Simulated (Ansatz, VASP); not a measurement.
# Ru in VASP and in Ansatz

Contents of INCAR:

```
  PREC = Accurate
  ENCUT = 520
  EDIFF = 1E-6
  ISMEAR = -1
  SIGMA = 0.05
  LREAL = False
  LASPH = True
  NELM = 150
  ALGO = Normal
  ISIF = 2
  LWAVE = False
  LCHARG = True
  LNONCOLLINEAR = True
  MAGMOM = 0 0 0
  LORBIT = 11
  LSORBIT = True
  GGA_COMPAT = False
  LORBMOM = True
  LMAXMIX = 4
  GGA = PE
  LVHAR = True
  NBANDS = 25
```

File KPOINTS:

```
Automatic mesh
0
Gamma
  16 16 16
```

File POSCAR:

```
Ru
1.0
    0.0000000000      1.9054056433      1.9054056433
    1.9054056433      0.0000000000      1.9054056433
    1.9054056433      1.9054056433      0.0000000000
Ru
1
Direct
    0.0000000000      0.0000000000      0.0000000000
```

Input for Ansatz:

```yaml
crystal:
  lattice:
    - [0.0, 1.9054056433, 1.9054056433]
    - [1.9054056433, 0.0, 1.9054056433]
    - [1.9054056433, 1.9054056433, 0.0]
  atoms:
    - { symbol: Ru, position: [0.0, 0.0, 0.0] }
kpoints:
  mp_grid: { grid: [16, 16, 16] }
  band_path:
    path:
      - [0.0, 0.0, 0.0]
      - [0.5, 0.0, 0.5]
      - [0.625, 0.25, 0.625]
      - [0.375, 0.375, 0.75]
      - [0.0, 0.0, 0.0]
      - [0.5, 0.5, 0.5]
      - [0.5, 0.25, 0.75]
      - [0.5, 0.0, 0.5]
    npoints: 5
scf:
  occupations: { method: fermi_dirac, width: 0.05 }
hamiltonian:
  xc: pbe
  pseudopotentials: { kind: all_electron, lapw: { basis_error: 0.00025 } }
output:
  forces: true
  stress: true
  eigenvalues: true
magnetization:
  noncollinear: true
  spin_orbit: true
```

Alike in both runs: task single point; functional PBE; k mesh 16 × 16 × 16; occupations fermi-dirac, width 0.05 eV; non-collinear spin, spin-orbit coupling.

|  | VASP | Ansatz |
| --- | --- | --- |
| version | VASP 6.6.1 | Ansatz 0.2.0 |
| potentials or method | VASP PAW PBE potentials, release 64 (Ru_pv), cutoff 520 eV | all-electron LAPW |

Ansatz gave:

| Item | Value |
| --- | --- |
| pressure (GPa) | 0.1 |
| net moment per atom (μB) | 0.00 |

What did VASP give for the same quantities?

Pressure (GPa): 0.2; net moment per atom (μB): 0.00.

Ansatz ran all-electron here, and VASP with PAW potentials.
